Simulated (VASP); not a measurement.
**Sn2Ge3: single point with PBE**

The system is Sn2Ge3.

```xyz
5
Lattice="4.0341 0.0000 0.0000 -2.0171 3.4937 0.0000 0.0000 0.0000 8.6632" Properties=species:S:1:pos:R:3 pbc="T T T"
Sn    2.0171    1.1646    7.0255
Sn    0.0000    2.3291    1.6378
Ge    2.0171    1.1646    3.7161
Ge    0.0000    2.3291    4.9471
Ge    0.0000    0.0000    0.0000
```

The cell was built from a structure type or drawn by symmetry, and may not be a known phase.

* Program: VASP 6.6.1
* Task: single point
* Functional: PBE
* Potentials or basis: VASP PAW PBE potentials, release 64 (Sn_d, Ge_d)
* Cutoff: 520 eV
* k mesh: 12 × 12 × 4
* Occupations: gaussian, width 0.1 eV
* Spin: no spin polarisation
* Dipole correction: no
* Further INCAR settings: ALGO = Normal; EDIFF = 1e-06; NBANDS = 43

```json
{
  "Pressure": "0.0 GPa",
  "Largest force": "0.003 eV/Å",
  "Band gap on the k mesh": "zero (bands 35 and 36 overlap by 2.84 eV)"
}
```

Forces on the atoms (eV/Å):
```
Sn   0.000  0.000  0.003
Sn   0.000  0.000 -0.003
Ge   0.000  0.000  0.001
Ge   0.000  0.000 -0.001
Ge   0.000  0.000  0.000
```

Levels at points of the mesh, in eV from the Fermi level:
| k point | band 33 | band 34 | band 35 | band 36 | band 37 | band 38 |
| --- | --- | --- | --- | --- | --- | --- |
| (0.00, 0.00, 0.00) | -0.05 | 0.48 | 0.48 | 1.73 | 2.66 | 2.66 |
| (0.50, 0.00, 0.00) | -1.91 | -0.79 | -0.73 | -0.08 | 0.09 | 0.98 |
| (0.00, 0.00, 0.50) | 0.22 | 0.64 | 0.64 | 1.27 | 2.01 | 2.01 |
| (0.50, 0.00, 0.50) | -2.48 | -1.90 | -1.54 | 0.43 | 1.11 | 2.42 |

Wall time 3.2 min on 1 thread of AMD EPYC 9R45 96-Core Processor (Zen 5), on a shared host, peak memory 0.39 GiB.

Caveat: spin-orbit coupling is left out, which moves the levels of the heavy elements.
